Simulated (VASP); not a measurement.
# Al (P6_3/mmc) in VASP: further runs, part 2 of 2

VASP 6.6.1. The steps go on from the part before.

## 3. Single point, PBEsol (strain +0.0750 x Voigt [1, 1, 0, 0, 0, 0])

INCAR reads:

```
ALGO = Normal
EDIFF = 1E-7
ENCUT = 520
GGA = PS
ISIF = 2
ISMEAR = 0
LASPH = True
LCHARG = True
LELF = True
LREAL = False
LVHAR = True
LWAVE = False
NBANDS = 10
NELM = 100
PREC = Accurate
SIGMA = 0.15
```

KPOINTS reads:

```
k-points
0
Gamma
  21 21 10
```

POSCAR reads:

```
Al
1.0
    3.0233895029      0.0000000000      0.0000000000
   -1.5116947514      2.6183321150      0.0000000000
    0.0000000000      0.0000000000      4.8668500000
Al
2
Direct
    0.6666666667      0.3333333333      0.7500000000
    0.3333333333      0.6666666667      0.2500000000
```

Potentials or basis: VASP PAW PBE potentials, release 64 (Al).

Run with:

```console
$ cat potpaw_PBE.64/Al/POTCAR > POTCAR
$ mpirun -np 1 vasp_std > vasp.out
```

OUTCAR:

```text
EDIFF = 1E-7
   ENCUT = 520
   GGA = PS
   ISIF = 2
   ISMEAR = 0
   LASPH = True
   LREAL = False
   NELM = 100
   PREC = Accurate

 ion  position               nearest neighbor table
   1  0.667  0.333  0.750-   2 2.99   2 2.99   2 2.99   2 2.99   2 2.99   2 2.99
   2  0.333  0.667  0.250-   1 2.99   1 2.99   1 2.99   1 2.99   1 2.99   1 2.99

  LATTYP: Found a hexagonal cell.
 ALAT       =     3.0233895029
 C/A-ratio  =     1.6097330481

  Lattice vectors:

 A1 = (   3.0233895029,   0.0000000000,   0.0000000000)
 A2 = (  -1.5116947514,   2.6183321150,   0.0000000000)
 A3 = (   0.0000000000,   0.0000000000,   4.8668500000)

Analysis of symmetry for initial positions (statically):
=====================================================================
 Subroutine PRICEL returns:
 Original cell was already a primitive cell.

 Routine SETGRP: Setting up the symmetry group for a
 hexagonal supercell.

 Subroutine GETGRP returns: Found 24 space group operations
 (whereof 12 operations were pure point group operations)
 out of a pool of 24 trial point group operations.

The static configuration has the point symmetry D_3d.
[... 172 lines left out ...]
  band No.  band energies     occupation
      1      -3.6773      2.00000
      2       2.4111      2.00000
      3       2.5010      2.00000
      4      15.5255      0.00000
      5      15.5255      0.00000
      6      16.3548      0.00000
      7      16.3548      0.00000
      8      17.8979      0.00000
      9      18.7331      0.00000
     10      19.1186      0.00000
[... 287 lines left out ...]
 k-point    24 :       0.1905    0.0952    0.0000
  band No.  band energies     occupation
      1      -2.3138      2.00000
      2       3.7520      2.00000
      3       3.7793      2.00000
      4       8.5758      0.00000
      5      10.4561      0.00000
      6      14.2154      0.00000
      7      14.2163      0.00000
      8      15.9123      0.00000
      9      16.2664      0.00000
     10      16.6275      0.00000

 [... further k-points ...]

------------------------ aborting loop because EDIFF is reached ----------------------------------------

  FORCE on cell =-STRESS in cart. coord.  units (eV):
  Direction    XX          YY          ZZ          XY          YZ          ZX
  --------------------------------------------------------------------------------------
  -------------------------------------------------------------------------------------
  Total       -2.1762089     -2.1762089     -2.0269692     -0.0000000      0.0000000      0.0000000
  in kB      -90.4991235    -90.4991235    -84.2928868     -0.0000000      0.0000000      0.0000000
  external PRESSURE =     -88.4303779 kB  Pullay stress =       0.0000000 kB

 VOLUME and BASIS-vectors are now :
 -----------------------------------------------------------------------------
  energy-cutoff  :      520.00
  volume of cell :       38.53
      direct lattice vectors                 reciprocal lattice vectors
     3.023389503  0.000000000  0.000000000     0.330754605  0.190961260  0.000000000
    -1.511694751  2.618332115  0.000000000     0.000000000  0.381922520  0.000000000
     0.000000000  0.000000000  4.866850000     0.000000000  0.000000000  0.205471712

 POSITION                                       TOTAL-FORCE (eV/Angst)
 -----------------------------------------------------------------------------------
      1.51169      0.87278      3.65014        -0.000000      0.000000      0.000000
     -0.00000      1.74555      1.21671         0.000000     -0.000000      0.000000
 -----------------------------------------------------------------------------------
    total drift:                                0.000000      0.000000     -0.000000

  FREE ENERGIE OF THE ION-ELECTRON SYSTEM (eV)
  ---------------------------------------------------
  free  energy   TOTEN  =        -7.9302343065 eV

  energy  without entropy=       -7.9197935083  energy(sigma->0) =       -7.92501391
```

Run time: 45 s. Hardware: 1 thread of AMD EPYC 9R45 (Zen 5), shared host; peak memory 0.18 GiB.

What came out:

```
Free energy            : -7.9302 eV
Pressure               : -8.8 GPa
Band gap on the k mesh : zero (band 3 reaches 10.50 eV, above the bottom of band 4 at 3.43 eV)
```

Stress tensor (GPa, compression positive):
```
-9.05  0.00  0.00
 0.00 -9.05  0.00
 0.00  0.00 -8.43
```

Caveat: the cell differs from its parent crystal (strain +0.0750 x Voigt [1, 1, 0, 0, 0, 0]); the PAW data sets were made with another functional, which shifts forces and pressure a little.

## 4. Single point, PBEsol (strain +0.1500 x Voigt [1, 1, 0, 0, 0, 0])

INCAR reads:

```
SYSTEM = Al
ALGO     = Normal         ! electronic algorithm
EDIFF    = 1E-6           ! SCF threshold, eV
ENCUT    = 520            ! plane-wave cutoff, eV
GGA      = PS             ! functional
ISIF     = 2              ! what is computed and relaxed
ISMEAR   = 0              ! smearing method
LASPH    = .TRUE.         ! aspherical terms in the spheres
LCHARG   = .TRUE.         ! write CHGCAR
LELF     = .TRUE.         ! ELF
LREAL    = .FALSE.        ! projectors in reciprocal space
LVHAR    = .TRUE.       
LWAVE    = .FALSE.        ! write WAVECAR
NBANDS   = 10             ! bands
NELM     = 100            ! most SCF steps
PREC     = Accurate       ! precision mode
SIGMA    = 0.15           ! smearing width, eV
```

KPOINTS reads:

```
k-points
0
G
  21 21 10
  0 0 0
```

POSCAR reads:

```
Al
1.0
    3.2343236542      0.0000000000      0.0000000000
   -1.6171618271      2.8010064486      0.0000000000
    0.0000000000      0.0000000000      4.8668500000
Al
2
Direct
    0.6666666667      0.3333333333      0.7500000000
    0.3333333333      0.6666666667      0.2500000000
```

Potentials or basis: VASP PAW PBE potentials, release 64 (Al).

Run with:

```console
$ cat potpaw_PBE.64/Al/POTCAR > POTCAR
$ mpirun -np 1 vasp_std > vasp.out
```

OUTCAR:

```text
SYSTEM = Al
   EDIFF = 1E-6
   ENCUT = 520
   GGA = PS
   ISIF = 2
   ISMEAR = 0
   LASPH = .TRUE.
   LREAL = .FALSE.
   NELM = 100
   PREC = Accurate

 ion  position               nearest neighbor table
   1  0.667  0.333  0.750-   2 3.07   2 3.07   2 3.07   2 3.07   2 3.07   2 3.07
   2  0.333  0.667  0.250-   1 3.07   1 3.07   1 3.07   1 3.07   1 3.07   1 3.07

  LATTYP: Found a hexagonal cell.
 ALAT       =     3.2343236542
 C/A-ratio  =     1.5047504580

  Lattice vectors:

 A1 = (   3.2343236542,   0.0000000000,   0.0000000000)
 A2 = (  -1.6171618271,   2.8010064486,   0.0000000000)
 A3 = (   0.0000000000,   0.0000000000,   4.8668500000)

Analysis of symmetry for initial positions (statically):
=====================================================================
 Subroutine PRICEL returns:
 Original cell was already a primitive cell.

 Routine SETGRP: Setting up the symmetry group for a
 hexagonal supercell.

 Subroutine GETGRP returns: Found 24 space group operations
 (whereof 12 operations were pure point group operations)
 out of a pool of 24 trial point group operations.

The static configuration has the point symmetry D_3d.
[... 172 lines left out ...]
      1      -4.0465      2.00000
      2       2.0921      2.00000
      3       2.0962      2.00000
      4      12.4934      0.00000
      5      12.4934      0.00000
      6      13.7190      0.00000
      7      13.7190      0.00000
      8      15.5002      0.00000
      9      16.2604      0.00000
     10      17.3628      0.00000
[... 287 lines left out ...]
 k-point    24 :       0.1905    0.0952    0.0000
  band No.  band energies     occupation
      1      -2.8596      2.00000
      2       3.2036      2.00000
      3       3.2768      2.00000
      4       6.6433      0.00000
      5       8.3805      0.00000
      6      12.2456      0.00000
      7      12.3809      0.00000
      8      13.5585      0.00000
      9      13.8071      0.00000
     10      14.6308      0.00000

 [... further k-points ...]

------------------------ aborting loop because EDIFF is reached ----------------------------------------

  FORCE on cell =-STRESS in cart. coord.  units (eV):
  Direction    XX          YY          ZZ          XY          YZ          ZX
  --------------------------------------------------------------------------------------
  -------------------------------------------------------------------------------------
  Total       -3.2660228     -3.2660228     -2.9862800      0.0000000     -0.0000000      0.0000000
  in kB     -118.6818348   -118.6818348   -108.5164443      0.0000000     -0.0000000      0.0000000
  external PRESSURE =    -115.2933713 kB  Pullay stress =       0.0000000 kB

 VOLUME and BASIS-vectors are now :
 -----------------------------------------------------------------------------
  energy-cutoff  :      520.00
  volume of cell :       44.09
      direct lattice vectors                 reciprocal lattice vectors
     3.234323654  0.000000000  0.000000000     0.309183652  0.178507265  0.000000000
    -1.617161827  2.801006449  0.000000000     0.000000000  0.357014530  0.000000000
     0.000000000  0.000000000  4.866850000     0.000000000  0.000000000  0.205471712

 POSITION                                       TOTAL-FORCE (eV/Angst)
 -----------------------------------------------------------------------------------
      1.61716      0.93367      3.65014        -0.000000      0.000000      0.000000
     -0.00000      1.86734      1.21671         0.000000     -0.000000      0.000000
 -----------------------------------------------------------------------------------
    total drift:                                0.000000     -0.000000      0.000000

  FREE ENERGIE OF THE ION-ELECTRON SYSTEM (eV)
  ---------------------------------------------------
  free  energy   TOTEN  =        -7.5515353753 eV

  energy  without entropy=       -7.5400370011  energy(sigma->0) =       -7.54578619
```

Run time: 40 s. Hardware: 1 thread of AMD EPYC 9R45 (Zen 5), shared host; peak memory 0.19 GiB.

Results:

```yaml
Free_energy: -7.5515 eV
Pressure: -11.5 GPa
Band_gap_on_the_k_mesh: zero (band 3 reaches 9.78 eV, above the bottom of band 4 at 2.47 eV)
```

Caveat: the cell differs from its parent crystal (strain +0.1500 x Voigt [1, 1, 0, 0, 0, 0]); the PAW data sets were made with another functional, which shifts forces and pressure a little.

## 5. The runs side by side

```csv
cell,gap on the mesh (eV),pressure (GPa)
"a = 2.918, b = 2.918, c = 4.867 Å, angles 90.0, 90.0, 120.0°, 2 atoms",none,-6.0
"a = 3.023, b = 3.023, c = 4.867 Å, angles 90.0, 90.0, 120.0°, 2 atoms",none,-8.8
"a = 3.234, b = 3.234, c = 4.867 Å, angles 90.0, 90.0, 120.0°, 2 atoms",none,-11.5
```

Alike in all rows: task single point; level PBEsol; potentials or basis VASP PAW PBE potentials, release 64 (Al); no spin polarisation; k mesh 21 × 21 × 10; cutoff (eV) 520; smearing gaussian 0.15 eV.

Caveats: the PAW data sets were made with another functional, which shifts forces and pressure a little.

Total energies depend on the potentials used, so only differences within one code and one set of settings carry meaning.
